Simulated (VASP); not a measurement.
# MgB2 (P6/mmm) in VASP: notebook

Runs on MgB2. Level: PBE. Tasks: single point.

All numbers are computed with VASP 6.6.1; they aren't measurements. Logs are shortened: lines on timing, memory, paths and dates and some standing lists are left out, and cuts for length are marked.

### Step 1. The cell of the first run

Symmetry: P6/mmm, No. 191, hexagonal system. Conventional cell: a = 3.119 Å, b = 3.119 Å, c = 3.511 Å, α = 90.00°, β = 90.00°, γ = 120.00°. Mg (site symmetry 6/mmm) has 12 B at 2.51 Å and 6 Mg at 3.12 Å within 3.3 Å. B (site symmetry -6m2) has 3 B at 1.80 Å within 2.4 Å.

### Step 2. Single point, PBE (biaxial strain in the a-b plane: +1.5 %, then relaxed in part)

INCAR

```
SYSTEM = MgB2
PREC = Accurate
ENCUT = 520
EDIFF = 1E-7
ISMEAR = 0
SIGMA = 0.1
LREAL = .False.
LASPH = .True.
NELM = 60
ALGO = Normal
ISIF = 2
LWAVE = .False.
LCHARG = .False.
GGA = PE
NBANDS = 11
```

KPOINTS

```
regular mesh
0
Gamma
  15 15 12
  0 0 0
```

POSCAR

```
MgB2
1.0
    3.1188583598      0.0000000000      0.0000000000
   -1.5594291799      2.7010105704      0.0000000000
    0.0000000000      0.0000000000      3.5106344337
Mg B
1 2
Direct
    0.0000000000      0.0000000000      0.0000000000
    0.6666666667      0.3333333333      0.5000000000
    0.3333333333      0.6666666667      0.5000000000
```

Potentials or basis: VASP PAW PBE potentials, release 64 (Mg, B).

On the command line:

```console
$ cat potpaw_PBE.64/Mg/POTCAR potpaw_PBE.64/B/POTCAR > POTCAR
$ mpirun -np 1 vasp_std > vasp.out
```

OUTCAR:

```text
SYSTEM = MgB2
   PREC = Accurate
   ENCUT = 520
   EDIFF = 1E-7
   ISMEAR = 0
   LREAL = .False.
   LASPH = .True.
   NELM = 60
   ISIF = 2
   GGA = PE

 ion  position               nearest neighbor table
   1  0.000  0.000  0.000-   2 2.51   3 2.51   2 2.51   3 2.51   2 2.51   2 2.51   3 2.51   3 2.51
                             2 2.51   2 2.51   3 2.51   3 2.51
   2  0.667  0.333  0.500-   3 1.80   3 1.80   3 1.80   1 2.51   1 2.51   1 2.51   1 2.51   1 2.51
                             1 2.51
   3  0.333  0.667  0.500-   2 1.80   2 1.80   2 1.80   1 2.51   1 2.51   1 2.51   1 2.51   1 2.51
                             1 2.51

  LATTYP: Found a hexagonal cell.
 ALAT       =     3.1188583598
 C/A-ratio  =     1.1256152184

  Lattice vectors:

 A1 = (   3.1188583598,   0.0000000000,   0.0000000000)
 A2 = (  -1.5594291799,   2.7010105704,   0.0000000000)
 A3 = (   0.0000000000,   0.0000000000,   3.5106344337)

Analysis of symmetry for initial positions (statically):
=====================================================================
 Subroutine PRICEL returns:
 Original cell was already a primitive cell.

 Routine SETGRP: Setting up the symmetry group for a
 hexagonal supercell.

 Subroutine GETGRP returns: Found 24 space group operations
 (whereof 24 operations were pure point group operations)
 out of a pool of 24 trial point group operations.

The static configuration has the point symmetry D_6h.

Analysis of symmetry for dynamics (positions and initial velocities):
=====================================================================
 Subroutine PRICEL returns:
 Original cell was already a primitive cell.

 Routine SETGRP: Setting up the symmetry group for a
 hexagonal supercell.

 Subroutine GETGRP returns: Found 24 space group operations
 (whereof 24 operations were pure point group operations)
 out of a pool of 24 trial point group operations.

The dynamic configuration has the point symmetry D_6h.

 Subroutine INISYM returns: Found 24 space group operations
 (whereof 24 operations are pure point group operations),
 and found     1 'primitive' translations

----------------------------------------------------------------------------------------

                                     Primitive cell

  volume of cell :      29.5738

  direct lattice vectors                    reciprocal lattice vectors
     3.118858360  0.000000000  0.000000000     0.320630142  0.185115899  0.000000000
    -1.559429180  2.701010570  0.000000000     0.000000000  0.370231798  0.000000000
     0.000000000  0.000000000  3.510634434     0.000000000  0.000000000  0.284848798

  length of vectors
     3.118858360  3.118858360  3.510634434     0.370231798  0.370231798  0.284848798

[... 91 lines left out ...]
   TEBEG  =    0.0;   TEEND  =   0.0 temperature during run
   PSTRESS=    0.0 pullay stress
   NELECT =       8.0000    total number of electrons
   NUPDOWN=      -1.0000    fix difference up-down
   EMIN   =  10.00;   EMAX   =-10.00  energy-range for DOS
   EFERMI =   0.00;   METHOD = LEGACY
   ISMEAR =     0;   SIGMA  =   0.10  broadening in eV -4-tet -1-fermi 0-gaus
   EFERMI_NEDOS =   21; number of points for ismear=-14 and -15
   IALGO  =     38    algorithm
   IMIX   =      4    mixing-type and parameters
     AMIX     =   0.40;   BMIX     =  1.00
     AMIX_MAG =   1.60;   BMIX_MAG =  1.00
  volume/ion in A,a.u.               =       9.86        66.52
  Fermi-wavevector in a.u.,A,eV,Ry     =   1.058772  2.000788 15.252096  1.120997
  Thomas-Fermi vector in A             =   2.194093
   LORBIT       =      0    0 simple, 1 ext, 2 COOP (PROOUT), +10 PAW based schemes
   GGA     = PE    functional components
   LHFCALC =     F    Hartree Fock is set to
   AEXX    =    0.0000 exact exchange contribution
   IVDW    =     0    specifies the selected vdW correction
   LEPSILON=     F    determine dielectric tensor
   LRPA    =     F    only Hartree local field effects (RPA)
 non-spin polarized calculation
 Gauss-broadening in eV      SIGMA  =   0.10
  energy-cutoff  :      520.00
  volume of cell :       29.57
 maximum number of plane-waves:       818
 NGX is ok and might be reduce to    24
   NGX = 11   NGY = 11   NGZ = 13

 number of electron       8.0000000 magnetization

 Free energy of the ion-electron system (eV)
  ---------------------------------------------------
  ext. energy  EPLUGINS =         0.00000000
  ---------------------------------------------------
  free energy    TOTEN  =       -15.30721400 eV

  energy without entropy =      -15.30292032  energy(sigma->0) =      -15.30506716

 E-fermi :   5.1248     XC(G=0): -10.8446

 val. band max:        5.1234424306   @ k =   0.0667   0.0667   0.3333
 cond. band min:       5.1489236044   @ k =   0.1333   0.0000   0.5000
 fundamental gap:      0.0254811738
 Fermi energy:         5.1248185346

 k-point     1 :       0.0000    0.0000    0.0000
  band No.  band energies     occupation
      1      -7.1654      2.00000
      2       2.3808      2.00000
      3       5.4070      0.00007
      4       5.4070      0.00007
      5       6.9757      0.00000
      6      11.2025      0.00000
      7      11.2025      0.00000
      8      12.7727      0.00000
      9      14.8138      0.00000
     10      17.4022      0.00000
     11      21.1608      0.00000
[... 309 lines left out ...]
 k-point    24 :       0.4000    0.2000    0.0000
  band No.  band energies     occupation
      1      -2.9287      2.00000
      2      -2.2145      2.00000
      3       0.7230      2.00000
      4       5.9987      0.00000
      5       7.8944      0.00000
      6      10.8651      0.00000
      7      11.0429      0.00000
      8      13.0052      0.00000
      9      14.6792      0.00000
     10      16.7798      0.00000
     11      18.3487      0.00000

 [... further k-points ...]
[... 5 lines left out ...]
  --------------------------------------------------------------------------------------
  -------------------------------------------------------------------------------------
  Total       -1.2008661     -1.2008661     -0.0672729      0.0000000      0.0000000      0.0000000
  in kB      -65.0575378    -65.0575378     -3.6445433      0.0000000      0.0000000      0.0000000
  external PRESSURE =     -44.5865396 kB  Pullay stress =       0.0000000 kB

 VOLUME and BASIS-vectors are now :
 -----------------------------------------------------------------------------
  energy-cutoff  :      520.00
  volume of cell :       29.57
      direct lattice vectors                 reciprocal lattice vectors
     3.118858360  0.000000000  0.000000000     0.320630142  0.185115899  0.000000000
    -1.559429180  2.701010570  0.000000000     0.000000000  0.370231798  0.000000000
     0.000000000  0.000000000  3.510634434     0.000000000  0.000000000  0.284848798

 POSITION                                       TOTAL-FORCE (eV/Angst)
 -----------------------------------------------------------------------------------
      0.00000      0.00000      0.00000         0.000000      0.000000      0.000000
      1.55943      0.90034      1.75532        -0.000000     -0.000000      0.000000
     -0.00000      1.80067      1.75532         0.000000     -0.000000     -0.000000
 -----------------------------------------------------------------------------------
    total drift:                                0.000000     -0.000000      0.000000

  FREE ENERGIE OF THE ION-ELECTRON SYSTEM (eV)
  ---------------------------------------------------
  free  energy   TOTEN  =       -15.3072139979 eV

  energy  without entropy=      -15.3029203171  energy(sigma->0) =      -15.30506716
```

OSZICAR:

```text
N       E                     dE             d eps       ncg     rms          rms(c)
DAV:   1     0.428990453310E+01    0.42899E+01   -0.38060E+03  4462   0.610E+02
DAV:   2    -0.163261974010E+02   -0.20616E+02   -0.19446E+02  5495   0.106E+02
DAV:   3    -0.168655583870E+02   -0.53936E+00   -0.53693E+00  5472   0.142E+01
DAV:   4    -0.168668807424E+02   -0.13224E-02   -0.13222E-02  4845   0.764E-01
DAV:   5    -0.168668860481E+02   -0.53056E-05   -0.53061E-05  5131   0.493E-02    0.504E+00
DAV:   6    -0.155493247550E+02    0.13176E+01   -0.15912E+00  4712   0.587E+00    0.244E+00
DAV:   7    -0.153116634886E+02    0.23766E+00   -0.90646E-01  4894   0.441E+00    0.729E-01
DAV:   8    -0.153149401603E+02   -0.32767E-02   -0.84298E-02  4678   0.160E+00    0.369E-01
DAV:   9    -0.153072965766E+02    0.76436E-02   -0.17122E-02  4647   0.602E-01    0.653E-02
DAV:  10    -0.153072198965E+02    0.76680E-04   -0.10487E-03  5134   0.182E-01    0.244E-02
DAV:  11    -0.153072141889E+02    0.57076E-05   -0.46356E-05  4699   0.417E-02    0.269E-03
DAV:  12    -0.153072140645E+02    0.12444E-06   -0.20261E-06  4729   0.741E-03    0.176E-03
DAV:  13    -0.153072139979E+02    0.66595E-07   -0.33698E-07  4798   0.307E-03
   1 F= -.15307214E+02 E0= -.15305067E+02  d E =-.429368E-02
```

It took 23 s on 1 thread of Intel Xeon 6975P-C (Granite Rapids), shared host; peak memory 0.19 GiB.

Results:

```
Free energy            : -15.3072 eV
Pressure               : -4.5 GPa
Band gap on the k mesh : zero (band 4 reaches 6.98 eV, above the bottom of band 5 at 3.13 eV)
```

Caveat: the cell differs from its parent crystal (biaxial strain in the a-b plane: +1.5 %, then relaxed in part).

### Step 3. Single point, PBE (biaxial strain in the a-b plane: +1.5 %)

INCAR

```
SYSTEM = MgB2
PREC = Accurate ; ENCUT = 520
EDIFF = 1E-6 ; ISMEAR = 0
SIGMA = 0.1 ; LREAL = .False.
LASPH = .True. ; NELM = 100
ALGO = Normal ; ISIF = 2
LWAVE = .False. ; LCHARG = .False.
GGA = PE ; NBANDS = 11
```

KPOINTS

```
Automatic mesh
0
Gamma
  15 15 12
  0 0 0
```

POSCAR, as its differences from that of step 2:

```diff
@@ -4,3 +4,3 @@
    -1.5594291799      2.7010105704      0.0000000000
-    0.0000000000      0.0000000000      3.5106344337
+    0.0000000000      0.0000000000      3.5000435871
 Mg B
```

Potentials or basis: VASP PAW PBE potentials, release 64 (Mg, B).

On the command line:

```console
$ cat potpaw_PBE.64/Mg/POTCAR potpaw_PBE.64/B/POTCAR > POTCAR
$ mpirun -np 1 vasp_std > vasp.out
```

It took 24 s on 1 thread of Intel Xeon 6975P-C (Granite Rapids), shared host; peak memory 0.19 GiB.

It converged, with:

```
Free energy            : -15.3072 eV
Pressure               : -4.2 GPa
Band gap on the k mesh : zero (band 4 reaches 7.02 eV, above the bottom of band 5 at 3.14 eV)
```

Stress tensor (GPa, compression positive):
```
-6.39  0.00  0.00
 0.00 -6.39  0.00
 0.00  0.00  0.31
```

Levels at points of the mesh, in eV from the Fermi level:
| k point | band 2 | band 3 | band 4 | band 5 | band 6 | band 7 |
| --- | --- | --- | --- | --- | --- | --- |
| (0.00, 0.00, 0.00) | -2.72 | 0.27 | 0.27 | 1.91 | 6.06 | 6.06 |
| (0.00, 0.00, 0.50) | -7.29 | 0.67 | 0.67 | 6.43 | 6.43 | 7.66 |

Caveat: the cell differs from its parent crystal (biaxial strain in the a-b plane: +1.5 %).

(Continued in part 2 of 2.)
